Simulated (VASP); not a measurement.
# SiC (Moissanite 3C) in VASP: a series of runs

The runs below take SiC (Moissanite 3C) through single point, with PBEsol.

All numbers are computed with VASP 6.6.1; they aren't measurements. Logs are shortened: lines on timing, memory, paths and dates and some standing lists are left out, and cuts for length are marked.

## 1. The cell of the first run

The structure is cubic, space group F-43m (No. 216). The conventional cell has a = 4.297 Å, b = 4.297 Å, c = 4.297 Å, α = 90.00°, β = 90.00°, γ = 90.00°. Si (site symmetry -43m) has 4 C at 1.86 Å within 2.5 Å. C (site symmetry -43m) has 4 Si at 1.86 Å within 2.5 Å.

## 2. Single point, PBEsol

INCAR reads:

```
PREC     = Accurate       # precision mode
ENCUT    = 600            # plane-wave cutoff, eV
EDIFF    = 1E-6           # SCF threshold, eV
ISMEAR   = -1             # smearing method
SIGMA    = 0.05           # smearing width, eV
LREAL    = False          # projectors in reciprocal space
LASPH    = True           # aspherical terms in the spheres
NELM     = 120            # most SCF steps
ALGO     = Normal         # electronic algorithm
ISIF     = 2              # what is computed and relaxed
LWAVE    = False          # write WAVECAR
LCHARG   = False          # write CHGCAR
GGA      = PS             # functional
NBANDS   = 11             # bands
GGA_COMPAT= False
```

KPOINTS reads:

```
Automatic mesh
0
Gamma
  10 10 10
```

POSCAR reads:

```
SiC
1.0
    0.0000000000      2.1484012451      2.1484012451
    2.1484012451      0.0000000000      2.1484012451
    2.1484012451      2.1484012451      0.0000000000
Si C
1 1
Direct
    0.0000000000      0.0000000000      0.0000000000
    0.7500000000      0.7500000000      0.7500000000
```

Potentials or basis: VASP PAW PBE potentials, release 64 (Si, C).

Launch:

```bash
$ cat potpaw_PBE.64/Si/POTCAR potpaw_PBE.64/C/POTCAR > POTCAR
$ mpirun -np 1 vasp_std > vasp.out
```

OUTCAR:

```text
PREC = Accurate
   ENCUT = 600
   EDIFF = 1E-6
   ISMEAR = -1
   LREAL = False
   LASPH = True
   NELM = 120
   ISIF = 2
   GGA = PS

 ion  position               nearest neighbor table
   1  0.000  0.000  0.000-   2 1.86   2 1.86   2 1.86   2 1.86
   2  0.750  0.750  0.750-   1 1.86   1 1.86   1 1.86   1 1.86

  LATTYP: Found a face centered cubic cell.
 ALAT       =     4.2968024902

  Lattice vectors:

 A1 = (   0.0000000000,   2.1484012451,   2.1484012451)
 A2 = (   2.1484012451,   0.0000000000,   2.1484012451)
 A3 = (   2.1484012451,   2.1484012451,   0.0000000000)

Analysis of symmetry for initial positions (statically):
=====================================================================
 Subroutine PRICEL returns:
 Original cell was already a primitive cell.

 Routine SETGRP: Setting up the symmetry group for a
 face centered cubic supercell.

 Subroutine GETGRP returns: Found 24 space group operations
 (whereof 24 operations were pure point group operations)
 out of a pool of 48 trial point group operations.

The static configuration has the point symmetry T_d .

Analysis of symmetry for dynamics (positions and initial velocities):
=====================================================================
 Subroutine PRICEL returns:
 Original cell was already a primitive cell.

 Routine SETGRP: Setting up the symmetry group for a
 face centered cubic supercell.

 Subroutine GETGRP returns: Found 24 space group operations
 (whereof 24 operations were pure point group operations)
 out of a pool of 48 trial point group operations.

The dynamic configuration has the point symmetry T_d .

 Subroutine INISYM returns: Found 24 space group operations
 (whereof 24 operations are pure point group operations),
 and found     1 'primitive' translations

----------------------------------------------------------------------------------------

                                     Primitive cell

  volume of cell :      19.8324

  direct lattice vectors                    reciprocal lattice vectors
     0.000000000  2.148401245  2.148401245    -0.232731200  0.232731200  0.232731200
     2.148401245  0.000000000  2.148401245     0.232731200 -0.232731200  0.232731200
     2.148401245  2.148401245  0.000000000     0.232731200  0.232731200 -0.232731200

  length of vectors
     3.038298178  3.038298178  3.038298178     0.403102263  0.403102263  0.403102263

  position of ions in fractional coordinates (direct lattice)
     0.000000000  0.000000000  0.000000000
     0.750000000  0.750000000  0.750000000

  ion indices of the primitive-cell ions
   primitive index   ion index
                 1           1
                 2           2

----------------------------------------------------------------------------------------

 KPOINTS: Automatic mesh

Automatic generation of k-mesh.
 Grid dimensions read from file:
 generate k-points for:   10   10   10

 Generating k-lattice:

  Cartesian coordinates                     Fractional coordinates (reciprocal lattice)
    -0.023273120  0.023273120  0.023273120     0.100000000  0.000000000  0.000000000
     0.023273120 -0.023273120  0.023273120     0.000000000  0.100000000  0.000000000
     0.023273120  0.023273120 -0.023273120     0.000000000  0.000000000  0.100000000

  Length of vectors
     0.040310226  0.040310226  0.040310226

  Shift w.r.t. Gamma in fractional coordinates (k-lattice)
     0.000000000  0.000000000  0.000000000

 Subroutine IBZKPT returns following result:
 ===========================================

 Found     47 irreducible k-points:

 Following reciprocal coordinates:
            Coordinates               Weight
  0.000000  0.000000  0.000000      1.000000
  0.100000  0.000000  0.000000      8.000000
  0.200000  0.000000  0.000000      8.000000
  0.300000  0.000000  0.000000      8.000000
  0.400000  0.000000  0.000000      8.000000
  0.500000  0.000000  0.000000      4.000000
[... 16 lines left out ...]
  0.300000  0.300000  0.000000      6.000000
  0.400000  0.300000  0.000000     24.000000
 [... further k-points ...]
   k-points           NKPTS =     47   k-points in BZ     NKDIM =     47   number of bands    NBANDS=     11
   number of dos      NEDOS =    301   number of ions     NIONS =      2
   total plane-waves  NPLWV =  13824
   dimension x,y,z NGX =    24 NGY =   24 NGZ =   24
   dimension x,y,z NGXF=    48 NGYF=   48 NGZF=   48
   ions per type =               1   1
   NGX,Y,Z   is equivalent  to a cutoff of  13.13, 13.13, 13.13 a.u.
   NGXF,Y,Z  is equivalent  to a cutoff of  26.26, 26.26, 26.26 a.u.
 SYSTEM =  unknown system
   PREC   = accura    normal or accurate (medium, high low for compatibility)
   ISTART =      0    job   : 0-new  1-cont  2-samecut
   ICHARG =      2    charge: 1-file 2-atom 10-const
   ISPIN  =      1    spin polarized calculation?
   LNONCOLLINEAR =      F non collinear calculations
   LSORBIT =      F    spin-orbit coupling
   LASPH  =      T    aspherical Exc in radial PAW
   ENCUT  =  600.0 eV  44.10 Ry    6.64 a.u.   6.07  6.07  6.07*2*pi/ulx,y,z
   NELM   =    120;   NELMIN=  2; NELMDL= -5     # of ELM steps
   EDIFF  = 0.1E-05   stopping-criterion for ELM
   LREAL  =      F    real-space projection
   EDIFFG = 0.1E-04   stopping-criterion for IOM
   NSW    =      0    number of steps for IOM
   IBRION =     -1    ionic relax: 0-MD 1-quasi-New 2-CG
   NFREE  =      0    steps in history (QN), initial steepest desc. (CG)
   ISIF   =      2    stress and relaxation
   ISYM   =      2    0-nonsym 1-usesym 2-fastsym
   POTIM  = 0.5000    time-step for ionic-motion
   TEBEG  =    0.0;   TEEND  =   0.0 temperature during run
   PSTRESS=    0.0 pullay stress
   NELECT =       8.0000    total number of electrons
   NUPDOWN=      -1.0000    fix difference up-down
   EMIN   =  10.00;   EMAX   =-10.00  energy-range for DOS
   EFERMI =   0.00;   METHOD = LEGACY
   ISMEAR =    -1;   SIGMA  =   0.05  broadening in eV -4-tet -1-fermi 0-gaus
   EFERMI_NEDOS =   21; number of points for ismear=-14 and -15
   IALGO  =     38    algorithm
   IMIX   =      4    mixing-type and parameters
     AMIX     =   0.40;   BMIX     =  1.00
     AMIX_MAG =   1.60;   BMIX_MAG =  1.00
  volume/ion in A,a.u.               =       9.92        66.92
  Fermi-wavevector in a.u.,A,eV,Ry     =   1.209612  2.285835 19.907518  1.463161
  Thomas-Fermi vector in A             =   2.345184
   LORBIT       =      0    0 simple, 1 ext, 2 COOP (PROOUT), +10 PAW based schemes
   GGA     = PS    functional components
   LHFCALC =     F    Hartree Fock is set to
   AEXX    =    0.0000 exact exchange contribution
   IVDW    =     0    specifies the selected vdW correction
   LEPSILON=     F    determine dielectric tensor
   LRPA    =     F    only Hartree local field effects (RPA)
 non-spin polarized calculation
  energy-cutoff  :      600.00
  volume of cell :       19.83
 maximum number of plane-waves:       678
   NGX = 13   NGY = 13   NGZ = 13

 number of electron       7.9999999 magnetization

 Free energy of the ion-electron system (eV)
  ---------------------------------------------------
  ext. energy  EPLUGINS =         0.00000000
  ---------------------------------------------------
  free energy    TOTEN  =       -15.88862038 eV

  energy without entropy =      -15.88862030  energy(sigma->0) =      -15.88862034

 E-fermi :   9.1571     XC(G=0): -11.6885

 val. band max:        8.5390942430   @ k =   0.0000   0.0000   0.0000
 cond. band min:       9.7339066800   @ k =   0.5000   0.5000   0.0000
 fundamental gap:      1.1948124370
 Fermi energy:         9.1571148828

 k-point     1 :       0.0000    0.0000    0.0000
  band No.  band energies     occupation
      1      -7.2226      2.00000
      2       8.5391      1.99999
      3       8.5391      1.99999
      4       8.5391      1.99999
      5      15.2214      0.00000
      6      16.0808      0.00000
      7      16.0808      0.00000
      8      16.0808      0.00000
      9      23.2482      0.00000
     10      23.2482      0.00000
     11      25.4673      0.00000

 k-point     2 :       0.1000    0.0000    0.0000
  band No.  band energies     occupation
      1      -7.0198      2.00000
      2       7.5178      2.00000
      3       8.4033      2.00000
      4       8.4033      2.00000
      5      15.4007      0.00000
      6      16.3311      0.00000
      7      16.3311      0.00000
      8      16.4291      0.00000
      9      22.2364      0.00000
     10      22.2364      0.00000
     11      24.9825      0.00000

 k-point     3 :       0.2000    0.0000    0.0000
  band No.  band energies     occupation
      1      -6.4196      2.00000
      2       5.3472      2.00000
      3       8.0922      2.00000
      4       8.0922      2.00000
      5      15.0558      0.00000
      6      16.6775      0.00000
      7      16.6775      0.00000
      8      17.6583      0.00000
      9      21.5531      0.00000
     10      21.5531      0.00000
     11      24.0823      0.00000

 k-point     4 :       0.3000    0.0000    0.0000
  band No.  band energies     occupation
      1      -5.4556      2.00000
      2       2.9602      2.00000
      3       7.7722      2.00000
      4       7.7722      2.00000
      5      14.6489      0.00000
      6      16.4699      0.00000
      7      16.4699      0.00000
      8      18.5385      0.00000
      9      22.4522      0.00000
     10      22.4522      0.00000
     11      23.9034      0.00000
[... 239 lines left out ...]
 k-point    22 :      -0.2000    0.2000    0.0000
  band No.  band energies     occupation
      1      -5.1332      2.00000
      2       3.6557      2.00000
      3       5.2060      2.00000
      4       7.8905      2.00000
      5      15.2249      0.00000
      6      16.8308      0.00000
      7      17.1237      0.00000
      8      17.9941      0.00000
      9      20.1521      0.00000
     10      24.2739      0.00000
     11      28.0540      0.00000

 k-point    23 :       0.3000    0.3000    0.0000
  band No.  band energies     occupation
      1      -4.8592      2.00000
      2       4.1694      2.00000
      3       6.0964      2.00000
      4       6.0964      2.00000
      5      11.6632      0.00000
      6      14.1973      0.00000
      7      20.4299      0.00000
      8      20.4299      0.00000
      9      21.3801      0.00000
     10      25.9114      0.00000
     11      30.6202      0.00000

 k-point    24 :       0.4000    0.3000    0.0000
  band No.  band energies     occupation
      1      -3.9496      2.00000
      2       2.9037      2.00000
      3       5.2706      2.00000
      4       5.8266      2.00000
      5      11.3270      0.00000
      6      14.2281      0.00000
      7      20.5552      0.00000
      8      20.8065      0.00000
      9      22.7249      0.00000
     10      26.9512      0.00000
     11      30.3566      0.00000

 [... further k-points ...]
[... 5 lines left out ...]
  --------------------------------------------------------------------------------------
  -------------------------------------------------------------------------------------
  Total        1.2703149      1.2703149      1.2703149     -0.0000000      0.0000000      0.0000000
  in kB      102.6232562    102.6232562    102.6232562     -0.0000000      0.0000000      0.0000000
  external PRESSURE =     102.6232562 kB  Pullay stress =       0.0000000 kB

 VOLUME and BASIS-vectors are now :
 -----------------------------------------------------------------------------
  energy-cutoff  :      600.00
  volume of cell :       19.83
      direct lattice vectors                 reciprocal lattice vectors
     0.000000000  2.148401245  2.148401245    -0.232731200  0.232731200  0.232731200
     2.148401245  0.000000000  2.148401245     0.232731200 -0.232731200  0.232731200
     2.148401245  2.148401245  0.000000000     0.232731200  0.232731200 -0.232731200

 POSITION                                       TOTAL-FORCE (eV/Angst)
 -----------------------------------------------------------------------------------
      0.00000      0.00000      0.00000        -0.000000      0.000000      0.000000
      3.22260      3.22260      3.22260         0.000000     -0.000000     -0.000000
 -----------------------------------------------------------------------------------
    total drift:                               -0.000000     -0.000000     -0.000000

  FREE ENERGIE OF THE ION-ELECTRON SYSTEM (eV)
  ---------------------------------------------------
  free  energy   TOTEN  =       -15.8886203839 eV

  energy  without entropy=      -15.8886203049  energy(sigma->0) =      -15.88862034
```

It took 7.6 s on 1 thread of Intel Xeon Platinum 8488C (Sapphire Rapids), shared host; peak memory 0.13 GiB.

What came out:

```yaml
Free_energy: -15.8886 eV
Pressure: 10.3 GPa
Band_gap_on_the_k_mesh: 1.19 eV, indirect (least direct gap 4.49 eV)
```

Caveat: the PAW data sets were made with another functional, which shifts forces and pressure a little. A k mesh can miss the band edges.

## 3. Single point, PBEsol

INCAR reads:

```
PREC = Accurate
ENCUT = 600
EDIFF = 1E-6
ISMEAR = -1
SIGMA = 0.05
LREAL = F
LASPH = T
NELM = 120
ALGO = Normal
ISIF = 2
LWAVE = F
LCHARG = T
GGA = PS
LELF = T
LVHAR = T
NBANDS = 11
GGA_COMPAT = F
```

KPOINTS reads:

```
regular mesh
0
Gamma
  9 9 9
```

POSCAR reads:

```
SiC
1.0
    0.0000000000      2.1790000000      2.0918400000
    2.1790000000      0.0000000000      2.0918400000
    2.1790000000      2.1790000000      0.0000000000
Si C
1 1
Direct
    0.0000000000      0.0000000000      0.0000000000
    0.7500000000      0.7500000000      0.7500000000
```

Potentials or basis: VASP PAW PBE potentials, release 64 (Si, C).

Launch:

```bash
$ cat potpaw_PBE.64/Si/POTCAR potpaw_PBE.64/C/POTCAR > POTCAR
$ mpirun -np 1 vasp_std > vasp.out
```

Wall time 9.4 s (1 thread of Intel Xeon Platinum 8488C (Sapphire Rapids), shared host); peak memory 0.14 GiB.

The run converged. Its results:

```yaml
Free_energy: -15.8740 eV
Pressure: 9.7 GPa
Band_gap_on_the_k_mesh: 0.95 eV, indirect (least direct gap 4.51 eV)
```

Stress tensor (GPa, compression positive):
```
 6.57  0.00  0.00
 0.00  6.57  0.00
 0.00  0.00 15.95
```

Levels at points of the mesh, in eV from the valence-band top:
| k point | band 2 | band 3 | band 4 | band 5 | band 6 | band 7 |
| --- | --- | --- | --- | --- | --- | --- |
| (0.00, 0.00, 0.00) | -0.26 | -0.26 | 0.00 | 6.48 | 7.29 | 7.39 |

Caveat: the PAW data sets were made with another functional, which shifts forces and pressure a little. A k mesh can miss the band edges.

[end of part 1 of 2]
